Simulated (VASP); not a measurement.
# BeS (F-43m) in VASP: notebook

The runs below take BeS through single point, with PBEsol.

Program: VASP 6.6.1. These are calculated values, not measurements. Logs are shortened: lines on timing, memory, paths and dates and some standing lists are left out, and cuts for length are marked.

**1. The cell of the first run**

Symmetry: F-43m, No. 216, cubic system. The conventional cell has a = 4.872 Å, b = 4.872 Å, c = 4.872 Å, α = 90.00°, β = 90.00°, γ = 90.00°. Within 2.8 Å of Be (site symmetry -43m) lie 4 S at 2.11 Å. Within 2.8 Å of S (site symmetry -43m) lie 4 Be at 2.11 Å.

**2. Single point, PBEsol**

INCAR reads:

```
SYSTEM = BeS
  PREC = Accurate
  ENCUT = 520
  EDIFF = 1E-6
  ISMEAR = 0
  SIGMA = 0.01
  LREAL = .False.
  LASPH = .True.
  NELM = 80
  ALGO = Normal
  ISIF = 2
  LWAVE = .False.
  LCHARG = .False.
  GGA = PS
  NBANDS = 11
```

KPOINTS reads:

```
regular mesh
0
Gamma
  8 8 8
  0 0 0
```

POSCAR reads:

```
BeS
1.0
    2.4361002853      2.4361002853      0.0000000000
   -2.4361002853      2.4361002853      0.0000000000
    0.0000000000      2.4361002853      2.4361002853
Be S
1 1
Direct
    0.0000000000      0.0000000000      0.0000000000
    0.7500000000      0.2500000000      0.5000000000
```

Potentials or basis: VASP PAW PBE potentials, release 64 (Be, S).

Run with:

```
> cat potpaw_PBE.64/Be/POTCAR potpaw_PBE.64/S/POTCAR > POTCAR
> mpirun -np 1 vasp_std > vasp.out
```

OUTCAR:

```text
SYSTEM = BeS
   PREC = Accurate
   ENCUT = 520
   EDIFF = 1E-6
   ISMEAR = 0
   LREAL = .False.
   LASPH = .True.
   NELM = 80
   ISIF = 2
   GGA = PS

 ion  position               nearest neighbor table
   1  0.000  0.000  0.000-   2 2.11   2 2.11   2 2.11   2 2.11
   2  0.750  0.250  0.500-   1 2.11   1 2.11   1 2.11   1 2.11

  LATTYP: Found a face centered cubic cell.
 ALAT       =     4.8722005706

  Lattice vectors:

 A1 = (   0.0000000000,   2.4361002853,   2.4361002853)
 A2 = (   2.4361002853,   0.0000000000,   2.4361002853)
 A3 = (   2.4361002853,   2.4361002853,   0.0000000000)

Analysis of symmetry for initial positions (statically):
=====================================================================
 Subroutine PRICEL returns:
 Original cell was already a primitive cell.

 Routine SETGRP: Setting up the symmetry group for a
 face centered cubic supercell.

 Subroutine GETGRP returns: Found 24 space group operations
 (whereof 24 operations were pure point group operations)
 out of a pool of 48 trial point group operations.

The static configuration has the point symmetry T_d .

Analysis of symmetry for dynamics (positions and initial velocities):
=====================================================================
 Subroutine PRICEL returns:
 Original cell was already a primitive cell.

 Routine SETGRP: Setting up the symmetry group for a
 face centered cubic supercell.

 Subroutine GETGRP returns: Found 24 space group operations
 (whereof 24 operations were pure point group operations)
 out of a pool of 48 trial point group operations.

The dynamic configuration has the point symmetry T_d .

 Subroutine INISYM returns: Found 24 space group operations
 (whereof 24 operations are pure point group operations),
 and found     1 'primitive' translations

----------------------------------------------------------------------------------------

                                     Primitive cell

  volume of cell :      28.9145

  direct lattice vectors                    reciprocal lattice vectors
     2.436100285  2.436100285  0.000000000     0.205246066  0.205246066 -0.205246066
    -2.436100285  2.436100285  0.000000000    -0.205246066  0.205246066 -0.205246066
     0.000000000  2.436100285  2.436100285     0.000000000  0.000000000  0.410492132

  length of vectors
     3.445166063  3.445166063  3.445166063     0.355496614  0.355496614  0.410492132

  position of ions in fractional coordinates (direct lattice)
     0.000000000  0.000000000  0.000000000
     0.750000000  0.250000000  0.500000000

  ion indices of the primitive-cell ions
   primitive index   ion index
                 1           1
                 2           2

----------------------------------------------------------------------------------------

 KPOINTS: regular mesh

Automatic generation of k-mesh.
 Grid dimensions read from file:
 generate k-points for:    8    8    8

 Generating k-lattice:

  Cartesian coordinates                     Fractional coordinates (reciprocal lattice)
     0.025655758  0.025655758 -0.025655758     0.125000000  0.000000000  0.000000000
    -0.025655758  0.025655758 -0.025655758     0.000000000  0.125000000  0.000000000
     0.000000000  0.000000000  0.051311517     0.000000000  0.000000000  0.125000000

  Length of vectors
     0.044437077  0.044437077  0.051311517

  Shift w.r.t. Gamma in fractional coordinates (k-lattice)
     0.000000000  0.000000000  0.000000000

 Subroutine IBZKPT returns following result:
 ===========================================

 Found     29 irreducible k-points:

 Following reciprocal coordinates:
            Coordinates               Weight
  0.000000  0.000000  0.000000      1.000000
  0.125000  0.000000  0.000000      8.000000
  0.250000  0.000000  0.000000      8.000000
  0.375000  0.000000  0.000000      8.000000
  0.500000  0.000000  0.000000      4.000000
  0.125000  0.125000  0.000000     12.000000
[... 16 lines left out ...]
  0.375000  0.250000  0.125000     48.000000
  0.500000  0.250000  0.125000     24.000000
 [... further k-points ...]
   k-points           NKPTS =     29   k-points in BZ     NKDIM =     29   number of bands    NBANDS=     11
   number of dos      NEDOS =    301   number of ions     NIONS =      2
   total plane-waves  NPLWV =  21952
   dimension x,y,z NGX =    28 NGY =   28 NGZ =   28
   dimension x,y,z NGXF=    56 NGYF=   56 NGZF=   56
   ions per type =               1   1
   NGX,Y,Z   is equivalent  to a cutoff of  13.51, 13.51, 13.51 a.u.
   NGXF,Y,Z  is equivalent  to a cutoff of  27.02, 27.02, 27.02 a.u.
 SYSTEM =  BeS
   PREC   = accura    normal or accurate (medium, high low for compatibility)
   ISTART =      0    job   : 0-new  1-cont  2-samecut
   ICHARG =      2    charge: 1-file 2-atom 10-const
   ISPIN  =      1    spin polarized calculation?
   LNONCOLLINEAR =      F non collinear calculations
   LSORBIT =      F    spin-orbit coupling
   LASPH  =      T    aspherical Exc in radial PAW
   ENCUT  =  520.0 eV  38.22 Ry    6.18 a.u.   6.41  6.41  6.41*2*pi/ulx,y,z
   NELM   =     80;   NELMIN=  2; NELMDL= -5     # of ELM steps
   EDIFF  = 0.1E-05   stopping-criterion for ELM
   LREAL  =      F    real-space projection
   EDIFFG = 0.1E-04   stopping-criterion for IOM
   NSW    =      0    number of steps for IOM
   IBRION =     -1    ionic relax: 0-MD 1-quasi-New 2-CG
   NFREE  =      0    steps in history (QN), initial steepest desc. (CG)
   ISIF   =      2    stress and relaxation
   ISYM   =      2    0-nonsym 1-usesym 2-fastsym
   POTIM  = 0.5000    time-step for ionic-motion
   TEBEG  =    0.0;   TEEND  =   0.0 temperature during run
   PSTRESS=    0.0 pullay stress
   NELECT =       8.0000    total number of electrons
   NUPDOWN=      -1.0000    fix difference up-down
   EMIN   =  10.00;   EMAX   =-10.00  energy-range for DOS
   EFERMI =   0.00;   METHOD = LEGACY
   ISMEAR =     0;   SIGMA  =   0.01  broadening in eV -4-tet -1-fermi 0-gaus
   EFERMI_NEDOS =   21; number of points for ismear=-14 and -15
   IALGO  =     38    algorithm
   IMIX   =      4    mixing-type and parameters
     AMIX     =   0.40;   BMIX     =  1.00
     AMIX_MAG =   1.60;   BMIX_MAG =  1.00
  volume/ion in A,a.u.               =      14.46        97.56
  Fermi-wavevector in a.u.,A,eV,Ry     =   1.066759  2.015882 15.483088  1.137975
  Thomas-Fermi vector in A             =   2.202354
   LORBIT       =      0    0 simple, 1 ext, 2 COOP (PROOUT), +10 PAW based schemes
   GGA     = PS    functional components
   LHFCALC =     F    Hartree Fock is set to
   AEXX    =    0.0000 exact exchange contribution
   IVDW    =     0    specifies the selected vdW correction
   LEPSILON=     F    determine dielectric tensor
   LRPA    =     F    only Hartree local field effects (RPA)
 non-spin polarized calculation
 Gauss-broadening in eV      SIGMA  =   0.01
  energy-cutoff  :      520.00
  volume of cell :       28.91
 maximum number of plane-waves:       791
 NGX is ok and might be reduce to    28
   NGX = 13   NGY = 13   NGZ = 13

 number of electron       7.9999999 magnetization

 Free energy of the ion-electron system (eV)
  ---------------------------------------------------
  ext. energy  EPLUGINS =         0.00000000
  ---------------------------------------------------
  free energy    TOTEN  =       -10.56106827 eV

  energy without entropy =      -10.56106827  energy(sigma->0) =      -10.56106827

 E-fermi :   4.1254     XC(G=0):  -9.8453

 val. band max:        4.0033311639   @ k =   0.0000   0.0000   0.0000
 cond. band min:       6.9615244774   @ k =   0.5000   0.5000   0.0000
 fundamental gap:      2.9581933135
 Fermi energy:         4.1254128773

 k-point     1 :       0.0000    0.0000    0.0000
  band No.  band energies     occupation
      1      -9.6224      2.00000
      2       4.0033      2.00000
      3       4.0033      2.00000
      4       4.0033      2.00000
      5       9.5958      0.00000
      6       9.6192      0.00000
      7       9.6192      0.00000
      8       9.6192      0.00000
      9      16.7699      0.00000
     10      16.7699      0.00000
     11      18.5733      0.00000

 k-point     2 :       0.1250    0.0000    0.0000
  band No.  band energies     occupation
      1      -9.4465      2.00000
      2       2.7950      2.00000
      3       3.8057      2.00000
      4       3.8057      2.00000
      5       9.4652      0.00000
      6       9.9717      0.00000
      7       9.9717      0.00000
      8      10.9656      0.00000
      9      16.0491      0.00000
     10      16.0491      0.00000
     11      18.4187      0.00000

 k-point     3 :       0.2500    0.0000    0.0000
  band No.  band energies     occupation
      1      -8.9619      2.00000
      2       0.6958      2.00000
      3       3.4118      2.00000
      4       3.4118      2.00000
      5       9.4112      0.00000
      6      10.5073      0.00000
      7      10.5073      0.00000
      8      13.0512      0.00000
      9      15.7963      0.00000
     10      15.7963      0.00000
     11      17.9647      0.00000

 k-point     4 :       0.3750    0.0000    0.0000
  band No.  band energies     occupation
      1      -8.3463      2.00000
      2      -1.0548      2.00000
      3       3.0945      2.00000
      4       3.0945      2.00000
      5       9.3560      0.00000
      6      10.5661      0.00000
      7      10.5661      0.00000
      8      14.5163      0.00000
      9      17.1469      0.00000
     10      17.1469      0.00000
     11      18.1452      0.00000
[... 239 lines left out ...]
 k-point    22 :       0.2500    0.2500    0.1250
  band No.  band energies     occupation
      1      -8.5662      2.00000
      2       0.4639      2.00000
      3       1.8666      2.00000
      4       2.8898      2.00000
      5       9.4226      0.00000
      6      11.1908      0.00000
      7      11.3641      0.00000
      8      12.4695      0.00000
      9      15.4500      0.00000
     10      18.2827      0.00000
     11      19.7586      0.00000

 k-point    23 :       0.3750    0.2500    0.1250
  band No.  band energies     occupation
      1      -8.0250      2.00000
      2      -0.6880      2.00000
      3       1.3315      2.00000
      4       2.4194      2.00000
      5       9.8816      0.00000
      6      10.7076      0.00000
      7      12.3449      0.00000
      8      13.1748      0.00000
      9      16.4700      0.00000
     10      18.2414      0.00000
     11      20.3217      0.00000

 k-point    24 :       0.5000    0.2500    0.1250
  band No.  band energies     occupation
      1      -7.7530      2.00000
      2      -1.2384      2.00000
      3       1.2365      2.00000
      4       2.1744      2.00000
      5       9.9786      0.00000
      6      10.4700      0.00000
      7      13.0265      0.00000
      8      14.3589      0.00000
      9      15.3036      0.00000
     10      19.2218      0.00000
     11      19.7522      0.00000

 [... further k-points ...]
[... 5 lines left out ...]
  --------------------------------------------------------------------------------------
  -------------------------------------------------------------------------------------
  Total       -0.3282902     -0.3282902     -0.3282902      0.0000000      0.0000000      0.0000000
  in kB      -18.1908483    -18.1908483    -18.1908483      0.0000000      0.0000000      0.0000000
  external PRESSURE =     -18.1908483 kB  Pullay stress =       0.0000000 kB

 VOLUME and BASIS-vectors are now :
 -----------------------------------------------------------------------------
  energy-cutoff  :      520.00
  volume of cell :       28.91
      direct lattice vectors                 reciprocal lattice vectors
     2.436100285  2.436100285  0.000000000     0.205246066  0.205246066 -0.205246066
    -2.436100285  2.436100285  0.000000000    -0.205246066  0.205246066 -0.205246066
     0.000000000  2.436100285  2.436100285     0.000000000  0.000000000  0.410492132

 POSITION                                       TOTAL-FORCE (eV/Angst)
 -----------------------------------------------------------------------------------
      0.00000      0.00000      0.00000         0.000000     -0.000000      0.000000
      1.21805      3.65415      1.21805        -0.000000      0.000000      0.000000
 -----------------------------------------------------------------------------------
    total drift:                                0.000000      0.000000     -0.000000

  FREE ENERGIE OF THE ION-ELECTRON SYSTEM (eV)
  ---------------------------------------------------
  free  energy   TOTEN  =       -10.5610682651 eV

  energy  without entropy=      -10.5610682651  energy(sigma->0) =      -10.56106827
```

It took 9.9 s on 1 thread of Intel Xeon Platinum 8259CL at 2.50GHz (Skylake/Cascade Lake), shared host; peak memory 0.15 GiB.

What came out:

```
Free energy            : -10.5611 eV
Pressure               : -1.8 GPa
Band gap on the k mesh : 2.96 eV, indirect (least direct gap 5.58 eV)
```

Caveat: the PAW data sets were made with another functional, which shifts forces and pressure a little. A k mesh can miss the band edges.

**3. Single point, PBEsol**

This run uses another cell than the first one, of 13.87 Å³/atom, 0.960 times its volume.

INCAR reads:

```
SYSTEM = BeS
PREC = Accurate
ENCUT = 520
EDIFF = 1E-6
ISMEAR = 0
SIGMA = 0.01
LREAL = .False.
LASPH = .True.
NELM = 60
ALGO = Normal
ISIF = 2
LWAVE = .False.
LCHARG = .False.
GGA = PS
NBANDS = 11
```

KPOINTS reads:

```
Automatic mesh
0
Gamma
  8 8 8
  0 0 0
```

POSCAR reads:

```
BeS
1.0
    2.4029384152      2.4029384152      0.0000000000
   -2.4029384152      2.4029384152      0.0000000000
    0.0000000000      2.4029384152      2.4029384152
Be S
1 1
Direct
    0.0000000000      0.0000000000      0.0000000000
    0.7500000000      0.2500000000      0.5000000000
```

Potentials or basis: VASP PAW PBE potentials, release 64 (Be, S).

Run with:

```
> cat potpaw_PBE.64/Be/POTCAR potpaw_PBE.64/S/POTCAR > POTCAR
> mpirun -np 1 vasp_std > vasp.out
```

OUTCAR:

```text
SYSTEM = BeS
   PREC = Accurate
   ENCUT = 520
   EDIFF = 1E-6
   ISMEAR = 0
   LREAL = .False.
   LASPH = .True.
   NELM = 60
   ISIF = 2
   GGA = PS

 ion  position               nearest neighbor table
   1  0.000  0.000  0.000-   2 2.08   2 2.08   2 2.08   2 2.08
   2  0.750  0.250  0.500-   1 2.08   1 2.08   1 2.08   1 2.08

  LATTYP: Found a face centered cubic cell.
 ALAT       =     4.8058768304

  Lattice vectors:

 A1 = (   0.0000000000,   2.4029384152,   2.4029384152)
 A2 = (   2.4029384152,   0.0000000000,   2.4029384152)
 A3 = (   2.4029384152,   2.4029384152,   0.0000000000)
[... 513 lines left out ...]
      7      13.6432      0.00000
      8      14.9804      0.00000
      9      15.9005      0.00000
     10      19.8996      0.00000
     11      20.5120      0.00000

 [... further k-points ...]
[... 5 lines left out ...]
  --------------------------------------------------------------------------------------
  -------------------------------------------------------------------------------------
  Total        0.3783270      0.3783270      0.3783270      0.0000000     -0.0000000      0.0000000
  in kB       21.8433856     21.8433856     21.8433856      0.0000000     -0.0000000      0.0000000
  external PRESSURE =      21.8433856 kB  Pullay stress =       0.0000000 kB

 VOLUME and BASIS-vectors are now :
 -----------------------------------------------------------------------------
  energy-cutoff  :      520.00
  volume of cell :       27.75
      direct lattice vectors                 reciprocal lattice vectors
     2.402938415  2.402938415  0.000000000     0.208078574  0.208078574 -0.208078574
    -2.402938415  2.402938415  0.000000000    -0.208078574  0.208078574 -0.208078574
     0.000000000  2.402938415  2.402938415     0.000000000  0.000000000  0.416157149

 POSITION                                       TOTAL-FORCE (eV/Angst)
 -----------------------------------------------------------------------------------
      0.00000      0.00000      0.00000         0.000000     -0.000000      0.000000
      1.20147      3.60441      1.20147        -0.000000      0.000000      0.000000
 -----------------------------------------------------------------------------------
    total drift:                               -0.000000      0.000000     -0.000000

  FREE ENERGIE OF THE ION-ELECTRON SYSTEM (eV)
  ---------------------------------------------------
  free  energy   TOTEN  =       -10.5599349924 eV

  energy  without entropy=      -10.5599349924  energy(sigma->0) =      -10.55993499
```

OSZICAR:

```text
N       E                     dE             d eps       ncg     rms          rms(c)
DAV:   1     0.208089772031E+02    0.20809E+02   -0.38733E+03   638   0.629E+02
DAV:   2    -0.949030422297E+01   -0.30299E+02   -0.29241E+02   808   0.121E+02
DAV:   3    -0.107528254616E+02   -0.12625E+01   -0.12601E+01   840   0.242E+01
DAV:   4    -0.107604622250E+02   -0.76368E-02   -0.76353E-02   768   0.214E+00
DAV:   5    -0.107605320678E+02   -0.69843E-04   -0.69842E-04   853   0.207E-01    0.556E+00
DAV:   6    -0.106124195448E+02    0.14811E+00   -0.10866E-01   736   0.155E+00    0.366E+00
DAV:   7    -0.105596105395E+02    0.52809E-01   -0.11995E-01   793   0.173E+00    0.783E-01
DAV:   8    -0.105598849008E+02   -0.27436E-03   -0.56703E-03   798   0.415E-01    0.150E-01
DAV:   9    -0.105599268619E+02   -0.41961E-04   -0.32001E-04   793   0.117E-01    0.501E-02
DAV:  10    -0.105599305985E+02   -0.37366E-05   -0.31893E-05   832   0.271E-02    0.121E-02
DAV:  11    -0.105599348695E+02   -0.42710E-05   -0.73000E-06   743   0.161E-02    0.588E-03
DAV:  12    -0.105599349924E+02   -0.12291E-06   -0.13324E-07   451   0.268E-03
   1 F= -.10559935E+02 E0= -.10559935E+02  d E =-.360916E-14
```

stdout:

```text
POSCAR found type information on POSCAR BeS
 POSCAR found :  2 types and       2 ions
 scaLAPACK will be used
 -----------------------------------------------------------------------------
|                                                                             |
|                                                                             |
|     You enforced a specific xc type in the INCAR file but a different       |
|     I HOPE YOU KNOW WHAT YOU ARE DOING!                                     |
|                                                                             |
 -----------------------------------------------------------------------------

 LDA part: xc-table for (Slater+PW92), standard interpolation
 POSCAR, INCAR and KPOINTS ok, starting setup
 FFT: planning ... GRIDC
 FFT: planning ... GRID_SOFT
 FFT: planning ... GRID
 WAVECAR not read
 entering main loop
```

Wall time 9.4 s (1 thread of Intel Xeon Platinum 8259CL at 2.50GHz (Skylake/Cascade Lake), shared host); peak memory 0.14 GiB.

Results:

```
Free energy            : -10.5599 eV
Pressure               : 2.2 GPa
Band gap on the k mesh : 2.86 eV, indirect (least direct gap 5.60 eV)
```

Caveat: the PAW data sets were made with another functional, which shifts forces and pressure a little.

**4. Single point, PBEsol**

This run uses another cell than the first one, of 13.87 Å³/atom, 0.960 times its volume.

INCAR reads:

```
  PREC = Accurate
  ENCUT = 520
  EDIFF = 1E-6
  ISMEAR = 0
  SIGMA = 0.01
  LREAL = False
  LASPH = True
  NELM = 80
  ALGO = Normal
  ISIF = 2
  LWAVE = False
  LCHARG = True
  GGA = PS
  LELF = True
  LVHAR = True
  NBANDS = 11
```

KPOINTS reads:

```
regular mesh
0
Gamma
  8 8 8
```

POSCAR is that of step 3.

Run with:

```
> cat potpaw_PBE.64/Be/POTCAR potpaw_PBE.64/S/POTCAR > POTCAR
> mpirun -np 1 vasp_std > vasp.out
```

Wall time 12 s (1 thread of Intel Xeon Platinum 8259CL at 2.50GHz (Skylake/Cascade Lake), shared host); peak memory 0.15 GiB.

Results (log left out):

| Quantity | Value |
| --- | --- |
| Free energy | -10.5599 eV |
| Pressure | 2.2 GPa |
| Band gap on the k mesh | 2.86 eV, indirect (least direct gap 5.60 eV) |

Levels at points of the mesh, in eV from the valence-band top:
| k point | band 2 | band 3 | band 4 | band 5 | band 6 | band 7 |
| --- | --- | --- | --- | --- | --- | --- |
| (0.00, 0.00, 0.00) | 0.00 | 0.00 | 0.00 | 5.60 | 5.60 | 5.60 |
| (0.50, 0.00, 0.00) | -6.04 | -1.08 | -1.08 | 5.48 | 6.47 | 6.47 |
| (0.50, 0.50, 0.00) | -5.21 | -2.77 | -2.77 | 2.86 | 4.79 | 12.97 |

Caveat: the PAW data sets were made with another functional, which shifts forces and pressure a little. A k mesh can miss the band edges.
